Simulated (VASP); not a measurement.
Set up this calculation in VASP 6.6.1, as the native input.

* Task: single point
* Functional: PBE
* Potentials or basis: VASP PAW PBE potentials, release 64 (Mn_pv)
* Cutoff: 520 eV
* k mesh: 24 × 24 × 13
* Occupations: fermi-dirac, width 0.1 eV
* Spin: no spin polarisation
* Dipole correction: no
* Further INCAR settings: ALGO = Normal; EDIFF = 1e-07; NBANDS = 20

The structure of Mn lies in POSCAR:

```
Mn
1.0
    2.3799132626      0.0000000000      0.0000000000
   -1.1899566313      2.0610653442      0.0000000000
    0.0000000000      0.0000000000      3.8460235042
Mn
2
Direct
    0.3333333333      0.6666666667      0.2500000000
    0.6666666667      0.3333333333      0.7500000000
```

This isn't the form of Mn at room conditions, which is a 58-atom cubic cell.

One way to write it, as run:

INCAR

```
PREC = Accurate
ENCUT = 520
EDIFF = 1E-7
ISMEAR = -1
SIGMA = 0.1
LREAL = False
LASPH = True
NELM = 60
ALGO = Normal
ISIF = 2
LWAVE = False
LCHARG = False
GGA = PE
NBANDS = 20
```

KPOINTS

```
regular mesh
0
Gamma
  24 24 13
```

Potentials or basis: VASP PAW PBE potentials, release 64 (Mn_pv).

The run is started by

```sh
$ cat potpaw_PBE.64/Mn_pv/POTCAR > POTCAR
$ mpirun -np 1 vasp_std > vasp.out
```

Results of the run:

```yaml
Pressure: 47.3 GPa
Band_gap_on_the_k_mesh: zero (bands 13 and 14 overlap by 2.53 eV)
```

Caveat: the cell stands under pressure; the run has no spin polarisation, though such a crystal can be magnetic.

Run time: 59 s on 1 thread of Intel(R) Xeon(R) 6975P-C (Granite Rapids), on a shared host, peak memory 0.24 GiB.
